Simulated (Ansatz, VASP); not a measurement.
**Al2O3 in VASP and in Ansatz**

Contents of INCAR:

```
SYSTEM = Al2O3
  PREC = Accurate
  ENCUT = 520
  EDIFF = 1E-6
  ISMEAR = 0
  SIGMA = 0.05
  LREAL = .False.
  LASPH = .True.
  NELM = 60
  ALGO = Normal
  ISIF = 2
  LWAVE = .False.
  LCHARG = .False.
  GGA = PE
  IVDW = 12
  NBANDS = 20
```

The input KPOINTS:

```
Automatic mesh
0
Gamma
  9 9 4
  0 0 0
```

Contents of POSCAR:

```
Al2O3
1.0
    2.8099000000      0.0000000000      0.0000000000
   -1.4049500000      2.4334447821      0.0000000000
    0.0000000000      0.0000000000      7.2962596973
Al O
2 3
Direct
    0.0000000000      0.0000000000      0.1907358529
    0.0000000000      0.0000000000      0.8092641471
    0.3333333333      0.6666666667      0.2840924954
    0.6666666667      0.3333333333      0.0000000000
    0.3333333333      0.6666666667      0.7159075046
```

Input for Ansatz:

```yaml
crystal:
  lattice:
    - [2.8099, 0.0, 0.0]
    - [-1.40495, 2.4334447821, 0.0]
    - [0.0, 0.0, 7.2962596973]
  atoms:
    - { symbol: Al, position: [0.0, 0.0, 0.1907358529] }
    - { symbol: Al, position: [0.0, 0.0, 0.8092641471] }
    - { symbol: O, position: [0.3333333333, 0.6666666667, 0.2840924954] }
    - { symbol: O, position: [0.6666666667, 0.3333333333, 0.0] }
    - { symbol: O, position: [0.3333333333, 0.6666666667, 0.7159075046] }
basis:
  ecutwfc: 520.0
kpoints:
  mp_grid: { grid: [9, 9, 4] }
hamiltonian:
  xc: pbe
  pseudopotentials: { kind: paw, azcp: { folder: soft_1 } }
  dispersion: d3bj
scf:
  occupations: { method: gaussian, width: 0.05 }
output:
  forces: true
  stress: true
  eigenvalues: true
```

Alike in both runs: task single point; functional PBE; dispersion D3(BJ); k mesh 9 × 9 × 4; occupations gaussian, width 0.05 eV; no spin polarisation.

```csv
,VASP,Ansatz
version,VASP 6.6.1,Ansatz 0.2.0
potentials or method,"VASP PAW PBE potentials, release 64 (Al, O), cutoff 520 eV","scalar-relativistic, plane waves, PAW"
valence electrons in the cell,24,24
```

VASP gave:

```
gap on the k mesh at the Fermi level (eV)                     : 5.13
least direct gap on the mesh (eV)                             : 5.28
pressure (GPa)                                                : 9.7
traceless stress, the component that is largest in VASP (GPa) : -7.67
rms of the force components (eV/Å)                            : 0.233
```

Q: What did Ansatz give for the same quantities?

A: gap on the k mesh at the Fermi level (eV): 5.15; least direct gap on the mesh (eV): 5.29; pressure (GPa): 9.5; traceless stress, the component that is largest in VASP (GPa): -7.34; rms of the force components (eV/Å): 0.251.

Atom by atom the forces differ by 0.019 eV/Å (rms over components).
